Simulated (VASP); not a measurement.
# MnO2 (P6_3/mmc) in VASP: a series of runs

Aim: see how the results for MnO2 move with the level of theory and the settings. Levels: PBE, LDA, PBEsol. Tasks: single point.

Program: VASP 6.6.1. These are calculated values, not measurements. Logs are shortened: lines on timing, memory, paths and dates and some standing lists are left out, and cuts for length are marked.

### 1 The cell of the first run

It takes space group P6_3/mmc (No. 194, hexagonal). Conventional cell: a = 2.877 Å, b = 2.877 Å, c = 11.313 Å, α = 90.00°, β = 90.00°, γ = 120.00°. Mn (site symmetry -3m) has 6 O at 1.92 Å within 2.5 Å. Within 2.6 Å of O (site symmetry 3m) lie 3 Mn at 1.92 Å and 3 O at 2.53 Å.

### 2 Single point, PBE, collinear spin, ferromagnetic start

The input, INCAR:

```
SYSTEM = MnO2
  PREC = Accurate
  ENCUT = 520
  EDIFF = 1E-7
  ISMEAR = -1
  SIGMA = 0.05
  LREAL = .False.
  LASPH = .True.
  NELM = 150
  ALGO = Normal
  ISIF = 2
  LWAVE = .False.
  LCHARG = .True.
  ISPIN = 2
  MAGMOM = 4 4 0 0 0 0
  LORBIT = 11
  LMAXMIX = 4
  GGA = PE
  LELF = .True.
  LVHAR = .True.
  NBANDS = 38
```

The input, KPOINTS:

```
regular mesh
0
Gamma
  11 11 3
  0 0 0
```

The input, POSCAR:

```
MnO2
1.0
    2.8765183032      0.0000000000      0.0000000000
   -1.4382591516      2.4911379251      0.0000000000
    0.0000000000      0.0000000000     11.3130597958
Mn O
2 4
Direct
    0.0000000000      0.0000000000      0.5000000000
    0.0000000000      0.0000000000      0.0000000000
    0.6666666667      0.3333333333      0.4155599330
    0.6666666667      0.3333333333      0.0844400670
    0.3333333333      0.6666666667      0.5844400670
    0.3333333333      0.6666666667      0.9155599330
```

Potentials or basis: VASP PAW PBE potentials, release 64 (Mn_pv, O).

Run with:

```sh
> cat potpaw_PBE.64/Mn_pv/POTCAR potpaw_PBE.64/O/POTCAR > POTCAR
> mpirun -np 1 vasp_std > vasp.out
```

OUTCAR:

```text
SYSTEM = MnO2
   PREC = Accurate
   ENCUT = 520
   EDIFF = 1E-7
   ISMEAR = -1
   LREAL = .False.
   LASPH = .True.
   NELM = 150
   ISIF = 2
   ISPIN = 2
   LORBIT = 11
   GGA = PE

 ion  position               nearest neighbor table
   1  0.000  0.000  0.500-   3 1.92   5 1.92   3 1.92   5 1.92   3 1.92   5 1.92
   2  0.000  0.000  0.000-   4 1.92   6 1.92   4 1.92   6 1.92   4 1.92   6 1.92
   3  0.667  0.333  0.416-   1 1.92   1 1.92   1 1.92
   4  0.667  0.333  0.084-   2 1.92   2 1.92   2 1.92
   5  0.333  0.667  0.584-   1 1.92   1 1.92   1 1.92
   6  0.333  0.667  0.916-   2 1.92   2 1.92   2 1.92

  LATTYP: Found a hexagonal cell.
 ALAT       =     2.8765183032
 C/A-ratio  =     3.9329003341

  Lattice vectors:

 A1 = (   2.8765183032,   0.0000000000,   0.0000000000)
 A2 = (  -1.4382591516,   2.4911379251,   0.0000000000)
 A3 = (   0.0000000000,   0.0000000000,  11.3130597958)

Analysis of symmetry for initial positions (statically):
=====================================================================
 Subroutine PRICEL returns:
 Original cell was already a primitive cell.

 Routine SETGRP: Setting up the symmetry group for a
 hexagonal supercell.

 Subroutine GETGRP returns: Found 24 space group operations
 (whereof 12 operations were pure point group operations)
 out of a pool of 24 trial point group operations.

The static configuration has the point symmetry D_3d.
 The point group associated with its full space group is D_6h.

Analysis of symmetry for dynamics (positions and initial velocities):
=====================================================================
 Subroutine PRICEL returns:
 Original cell was already a primitive cell.

 Routine SETGRP: Setting up the symmetry group for a
 hexagonal supercell.

 Subroutine GETGRP returns: Found 24 space group operations
 (whereof 12 operations were pure point group operations)
 out of a pool of 24 trial point group operations.

The dynamic configuration has the point symmetry D_3d.
 The point group associated with its full space group is D_6h.

Analysis of structural, dynamic, and magnetic symmetry:
=====================================================================
 Subroutine PRICEL returns:
 Original cell was already a primitive cell.

 Routine SETGRP: Setting up the symmetry group for a
 hexagonal supercell.

 Subroutine GETGRP returns: Found 24 space group operations
 (whereof 12 operations were pure point group operations)
 out of a pool of 24 trial point group operations.

The overall configuration has the point symmetry D_3d.
 The point group associated with its full space group is D_6h.

 Subroutine INISYM returns: Found 24 space group operations
 (whereof 12 operations are pure point group operations),
 and found     1 'primitive' translations

----------------------------------------------------------------------------------------

                                     Primitive cell

  volume of cell :      81.0672

  direct lattice vectors                    reciprocal lattice vectors
     2.876518303  0.000000000  0.000000000     0.347642495  0.200711488  0.000000000
    -1.438259152  2.491137925  0.000000000     0.000000000  0.401422976  0.000000000
     0.000000000  0.000000000 11.313059796     0.000000000  0.000000000  0.088393416

  length of vectors
     2.876518303  2.876518303 11.313059796     0.401422976  0.401422976  0.088393416

  position of ions in fractional coordinates (direct lattice)
     0.000000000  0.000000000  0.500000000
     0.000000000  0.000000000  0.000000000
     0.666666667  0.333333333  0.415559933
     0.666666667  0.333333333  0.084440067
     0.333333333  0.666666667  0.584440067
     0.333333333  0.666666667  0.915559933

  ion indices of the primitive-cell ions
   primitive index   ion index
                 1           1
                 2           2
                 3           3
                 4           4
                 5           5
                 6           6
[... 29 lines left out ...]
  0.000000  0.000000  0.000000      1.000000
[... 39 lines left out ...]
  energy-cutoff  :      520.00
  volume of cell :       81.07
 maximum number of plane-waves:      2239
 NGX is ok and might be reduce to    24
   NGX = 11   NGY = 11   NGZ = 43

 number of electron      50.0000021 magnetization       5.9999786

 Free energy of the ion-electron system (eV)
  ---------------------------------------------------
  ext. energy  EPLUGINS =         0.00000000
  ---------------------------------------------------
  free energy    TOTEN  =       -47.69218084 eV

  energy without entropy =      -47.69217768  energy(sigma->0) =      -47.69217926

 E-fermi :   1.4717     XC(G=0):  -9.2596

 val. band max:        0.9459494060   @ k =   0.0909   0.0000   0.0000
 cond. band min:       1.9534650351   @ k =   0.0000   0.0000   0.0000
 fundamental gap:      1.0075156291
 Fermi energy:         1.4716880651

 spin component 1

 k-point     1 :       0.0000    0.0000    0.0000
  band No.  band energies     occupation
      1     -49.2251      1.00000
      2     -49.2251      1.00000
      3     -49.2251      1.00000
      4     -49.2251      1.00000
      5     -49.2204      1.00000
      6     -49.2204      1.00000
[... 949 lines left out ...]
     36      12.6592      0.00000
     37      14.2008      0.00000

 [... further k-points ...]

 spin component 2

 k-point     1 :       0.0000    0.0000    0.0000
  band No.  band energies     occupation
      1     -46.1462      1.00000
      2     -46.1462      1.00000
      3     -46.1462      1.00000
      4     -46.1462      1.00000
      5     -45.9740      1.00000
      6     -45.9740      1.00000
[... 949 lines left out ...]
     36      13.1119      0.00000
     37      14.7276      0.00000

 [... further k-points ...]

 [bands above 37 left out]

------------------------ aborting loop because EDIFF is reached ----------------------------------------

  FORCE on cell =-STRESS in cart. coord.  units (eV):
  Direction    XX          YY          ZZ          XY          YZ          ZX
  --------------------------------------------------------------------------------------
  -------------------------------------------------------------------------------------
  Total        0.4868056      0.4868056      0.2561378      0.0000000      0.0000000      0.0000000
  in kB        9.6210197      9.6210197      5.0621996      0.0000000      0.0000000      0.0000000
  external PRESSURE =       8.1014130 kB  Pullay stress =       0.0000000 kB

 VOLUME and BASIS-vectors are now :
 -----------------------------------------------------------------------------
  energy-cutoff  :      520.00
  volume of cell :       81.07
      direct lattice vectors                 reciprocal lattice vectors
     2.876518303  0.000000000  0.000000000     0.347642495  0.200711488  0.000000000
    -1.438259152  2.491137925  0.000000000     0.000000000  0.401422976  0.000000000
     0.000000000  0.000000000 11.313059796     0.000000000  0.000000000  0.088393416

 POSITION                                       TOTAL-FORCE (eV/Angst)
 -----------------------------------------------------------------------------------
      0.00000      0.00000      5.65653         0.000000      0.000000     -0.000000
      0.00000      0.00000      0.00000        -0.000000      0.000000     -0.000000
      1.43826      0.83038      4.70125        -0.000000     -0.000000     -0.086836
      1.43826      0.83038      0.95528        -0.000000     -0.000000      0.086836
     -0.00000      1.66076      6.61181         0.000000      0.000000      0.086836
     -0.00000      1.66076     10.35778         0.000000      0.000000     -0.086836
 -----------------------------------------------------------------------------------
    total drift:                                0.000000     -0.000000      0.000000

  FREE ENERGIE OF THE ION-ELECTRON SYSTEM (eV)
  ---------------------------------------------------
  free  energy   TOTEN  =       -47.6921808389 eV

  energy  without entropy=      -47.6921776822  energy(sigma->0) =      -47.69217926

 total charge

# of ion       s       p       d       tot
------------------------------------------
    1        0.348   6.450   4.901  11.698
    2        0.348   6.450   4.901  11.698
    3        1.582   3.404   0.000   4.986
    4        1.582   3.404   0.000   4.986
    5        1.582   3.404   0.000   4.986
    6        1.582   3.404   0.000   4.986
--------------------------------------------------
tot          7.022  26.517   9.802  43.341

 magnetization (x)

# of ion       s       p       d       tot
------------------------------------------
    1        0.031   0.039   2.784   2.853
    2        0.031   0.039   2.784   2.853
    3        0.004   0.031   0.000   0.035
    4        0.004   0.031   0.000   0.035
    5        0.004   0.031   0.000   0.035
    6        0.004   0.031   0.000   0.035
--------------------------------------------------
tot          0.076   0.203   5.568   5.847
```

Wall time 2.7 min (1 thread of Intel Xeon Platinum 8488C (Sapphire Rapids), shared host); peak memory 0.32 GiB.

Results:

* Free energy: -47.6922 eV
* Pressure: 0.8 GPa
* Largest force: 0.087 eV/Å
* Band gap on the k mesh: 1.01 eV (least direct gap 1.05 eV)
* Net moment: 6.00 μB per cell
* Site moments: Mn +2.85; O +0.04 μB
* Valence electrons inside the program's atomic spheres: Mn 11.70; O 4.99

Forces on the atoms (eV/Å):
```
Mn   0.000  0.000  0.000
Mn   0.000  0.000  0.000
O    0.000  0.000 -0.087
O    0.000  0.000  0.087
O    0.000  0.000  0.087
O    0.000  0.000 -0.087
```

Stress tensor (GPa, compression positive):
```
0.96 0.00 0.00
0.00 0.96 0.00
0.00 0.00 0.51
```

Levels at points of the mesh, in eV from the valence-band top:
Spin up:
```tsv
k point	band 26	band 27	band 28	band 29	band 30	band 31
(0.00, 0.00, 0.00)	-1.21	-0.16	-0.05	2.98	2.98	2.99
```
Spin down:
| k point | band 20 | band 21 | band 22 | band 23 | band 24 | band 25 |
| --- | --- | --- | --- | --- | --- | --- |
| (0.00, 0.00, 0.00) | -1.17 | -1.16 | -1.16 | 1.01 | 1.01 | 1.01 |

Caveat: an odd mesh through Γ misses points on the zone boundary, where band edges can lie; only a ferromagnetic start was run, and an antiferromagnetic order may lie lower in energy.

### 3 Single point, LDA, collinear spin, ferromagnetic start

This run uses another cell than the first one, of 12.03 Å³/atom.

The input, INCAR:

```
  PREC = Accurate
  ENCUT = 520
  EDIFF = 1E-6
  ISMEAR = -1
  SIGMA = 0.05
  LREAL = False
  LASPH = True
  NELM = 150
  ALGO = Normal
  ISIF = 2
  LWAVE = False
  LCHARG = True
  ISPIN = 2
  MAGMOM = 4 4 0 0 0 0
  LORBIT = 11
  LMAXMIX = 4
  LELF = True
  LVHAR = True
  NBANDS = 38
```

The input, KPOINTS:

```
Automatic mesh
0
Gamma
  11 11 3
```

The input, POSCAR:

```
MnO2
1.0
    2.8549554371      0.0000000000      0.0000000000
   -1.4274777185      2.4724639352      0.0000000000
    0.0000000000      0.0000000000     10.2217427273
Mn O
2 4
Direct
    0.0000000000      0.0000000000      0.5000000000
    0.0000000000      0.0000000000      0.0000000000
    0.6666666667      0.3333333333      0.4068564500
    0.6666666667      0.3333333333      0.0931435500
    0.3333333333      0.6666666667      0.5931435500
    0.3333333333      0.6666666667      0.9068564500
```

Potentials or basis: VASP PAW LDA potentials, release 64 (Mn_pv, O).

Run with:

```sh
> cat potpaw_LDA.64/Mn_pv/POTCAR potpaw_LDA.64/O/POTCAR > POTCAR
> mpirun -np 1 vasp_std > vasp.out
```

It took 68 s on 1 thread of Intel Xeon 6975P-C (Granite Rapids), shared host; peak memory 0.25 GiB.

Results (log left out):

```yaml
Free_energy: -52.1732 eV
Pressure: -7.4 GPa
Largest_force: 0.517 eV/Å
Band_gap_on_the_k_mesh: 0.38 eV (least direct gap 0.40 eV)
Net_moment: 6.00 μB per cell
Site_moments: Mn +2.78; O +0.06 μB
Valence_electrons_inside_the_program's_atomic_spheres: Mn 11.78; O 4.96
```

Forces in eV/Å, atoms in the order of the input:
```
Mn   0.000  0.000  0.000
Mn   0.000  0.000  0.000
O    0.000  0.000  0.517
O    0.000  0.000 -0.517
O    0.000  0.000 -0.517
O    0.000  0.000  0.517
```

Stress tensor (GPa, compression positive):
```
-8.37  0.00  0.00
 0.00 -8.37  0.00
 0.00  0.00 -5.37
```

Levels at points of the mesh, in eV from the valence-band top:
Spin up:
| k point | band 26 | band 27 | band 28 | band 29 | band 30 | band 31 |
| --- | --- | --- | --- | --- | --- | --- |
| (0.00, 0.00, 0.00) | -1.60 | -0.27 | -0.03 | 2.71 | 2.71 | 2.73 |
Spin down:
```tsv
k point	band 20	band 21	band 22	band 23	band 24	band 25
(0.00, 0.00, 0.00)	-1.46	-1.46	-1.46	0.38	0.38	0.38
```

Caveat: the cell stands under tension; an odd mesh through Γ misses points on the zone boundary, where band edges can lie; only a ferromagnetic start was run, and an antiferromagnetic order may lie lower in energy.

### 4 Single point, LDA, collinear spin, ferromagnetic start

This run uses another cell than the first one, of 12.03 Å³/atom.

The input, INCAR:

```
SYSTEM = MnO2
  PREC = Accurate
  ENCUT = 520
  EDIFF = 1E-7
  ISMEAR = -1
  SIGMA = 0.05
  LREAL = .False.
  LASPH = .True.
  NELM = 150
  ALGO = Normal
  ISIF = 2
  LWAVE = .False.
  LCHARG = .True.
  ISPIN = 2
  MAGMOM = 4 4 0 0 0 0
  LORBIT = 11
  LMAXMIX = 4
  LELF = .True.
  LVHAR = .True.
  NBANDS = 38
```

The input, KPOINTS:

```
regular mesh
0
Gamma
  11 11 3
  0 0 0
```

POSCAR is that of step 3.

Run with:

```sh
> cat potpaw_LDA.64/Mn_pv/POTCAR potpaw_LDA.64/O/POTCAR > POTCAR
> mpirun -np 1 vasp_std > vasp.out
```

Run time: 2 min. Hardware: 1 thread of AMD EPYC 9R45 (Zen 5), shared host; peak memory 0.22 GiB.

Results (log left out):

```
Free energy                                           : -52.1732 eV
Pressure                                              : -7.3 GPa
Largest force                                         : 0.517 eV/Å
Band gap on the k mesh                                : 0.38 eV (least direct gap 0.40 eV)
Net moment                                            : 6.00 μB per cell
Site moments                                          : Mn +2.78; O +0.06 μB
Valence electrons inside the program's atomic spheres : Mn 11.78; O 4.96
```

Forces on the atoms (eV/Å):
```
Mn   0.000  0.000  0.000
Mn   0.000  0.000  0.000
O    0.000  0.000  0.517
O    0.000  0.000 -0.517
O    0.000  0.000 -0.517
O    0.000  0.000  0.517
```

Stress tensor (GPa, compression positive):
```
-8.29  0.00  0.00
 0.00 -8.29  0.00
 0.00  0.00 -5.26
```

Levels at points of the mesh, in eV from the valence-band top:
Spin up:
```tsv
k point	band 24	band 25	band 26	band 27	band 28	band 29	band 30	band 31	band 32	band 33
(0.00, 0.00, 0.00)	-1.63	-1.60	-1.60	-0.27	-0.03	2.71	2.71	2.73	2.73	6.45
```
Spin down:
| k point | band 18 | band 19 | band 20 | band 21 | band 22 | band 23 | band 24 | band 25 | band 26 | band 27 |
| --- | --- | --- | --- | --- | --- | --- | --- | --- | --- | --- |
| (0.00, 0.00, 0.00) | -1.48 | -1.48 | -1.46 | -1.46 | -1.46 | 0.38 | 0.38 | 0.38 | 0.38 | 2.02 |

Caveat: the cell stands under tension; an odd mesh through Γ misses points on the zone boundary, where band edges can lie; only a ferromagnetic start was run, and an antiferromagnetic order may lie lower in energy.

### 5 Single point, PBEsol, collinear spin, ferromagnetic start

This run uses another cell than the first one, of 12.03 Å³/atom.

The input, INCAR:

```
SYSTEM = MnO2
PREC = Accurate ; ENCUT = 520
EDIFF = 1E-6 ; ISMEAR = -1
SIGMA = 0.05 ; LREAL = .False.
LASPH = .True. ; NELM = 150
ALGO = Normal ; ISIF = 2
LWAVE = .False. ; LCHARG = .False.
ISPIN = 2 ; MAGMOM = 4 4 0 0 0 0
LORBIT = 11 ; LMAXMIX = 4
GGA = PS ; NBANDS = 38
```

KPOINTS is that of step 4.

POSCAR is that of step 4.

Potentials or basis: VASP PAW PBE potentials, release 64 (Mn_pv, O).

Run with:

```sh
> cat potpaw_PBE.64/Mn_pv/POTCAR potpaw_PBE.64/O/POTCAR > POTCAR
> mpirun -np 1 vasp_std > vasp.out
```

It took 2.1 min on 1 thread of AMD EPYC 9R45 (Zen 5), shared host; peak memory 0.27 GiB.

Results (log left out):

* Free energy: -50.1061 eV
* Pressure: -1.4 GPa
* Largest force: 0.108 eV/Å
* Band gap on the k mesh: 0.77 eV (least direct gap 0.81 eV)
* Net moment: 6.00 μB per cell
* Site moments: Mn +2.84; O +0.04 μB
* Valence electrons inside the program's atomic spheres: Mn 11.77; O 4.97

Forces in eV/Å, atoms in the order of the input:
```
Mn   0.000  0.000  0.000
Mn   0.000  0.000  0.000
O    0.000  0.000  0.108
O    0.000  0.000 -0.108
O    0.000  0.000 -0.108
O    0.000  0.000  0.108
```

Stress tensor (GPa, compression positive):
```
-1.88  0.00  0.00
 0.00 -1.88  0.00
 0.00  0.00 -0.52
```

Levels at points of the mesh, in eV from the valence-band top:
Spin up:
| k point | band 24 | band 25 | band 26 | band 27 | band 28 | band 29 | band 30 | band 31 | band 32 | band 33 |
| --- | --- | --- | --- | --- | --- | --- | --- | --- | --- | --- |
| (0.00, 0.00, 0.00) | -1.44 | -1.41 | -1.41 | -0.28 | -0.04 | 2.88 | 2.88 | 2.90 | 2.90 | 6.75 |
Spin down:
```tsv
k point	band 18	band 19	band 20	band 21	band 22	band 23	band 24	band 25	band 26	band 27
(0.00, 0.00, 0.00)	-1.35	-1.35	-1.33	-1.33	-1.30	0.77	0.77	0.77	0.77	2.39
```

Caveat: the PAW data sets were made with another functional, which shifts forces and pressure a little; an odd mesh through Γ misses points on the zone boundary, where band edges can lie; only a ferromagnetic start was run, and an antiferromagnetic order may lie lower in energy.

### 6 Summary

```csv
level,potentials or basis,cell,gap on the mesh (eV),pressure (GPa),moment (μB),largest force (eV/Å)
PBE,"VASP PAW PBE potentials, release 64 (Mn_pv, O)","a = 2.877, b = 2.877, c = 11.313 Å, angles 90.0, 90.0, 120.0°, 6 atoms, atomic positions A",1.01,0.8,6.00,0.09
LDA,"VASP PAW LDA potentials, release 64 (Mn_pv, O)","a = 2.855, b = 2.855, c = 10.222 Å, angles 90.0, 90.0, 120.0°, 6 atoms, atomic positions B",0.38,-7.3,6.00,0.52
PBEsol,"VASP PAW PBE potentials, release 64 (Mn_pv, O)","a = 2.855, b = 2.855, c = 10.222 Å, angles 90.0, 90.0, 120.0°, 6 atoms, atomic positions B",0.77,-1.4,6.00,0.11
```

Alike in all rows: task single point; spin collinear, ferromagnetic start; k mesh 11 × 11 × 3; cutoff (eV) 520; smearing fermi-dirac 0.05 eV.

Caveats: an odd mesh through Γ misses points on the zone boundary, where band edges can lie; only a ferromagnetic start was run, and an antiferromagnetic order may lie lower in energy; the cell stands under tension (at least some runs); the PAW data sets were made with another functional, which shifts forces and pressure a little (at least some runs).

Total energies depend on the potentials used, so only differences within one code and one set of settings carry meaning.
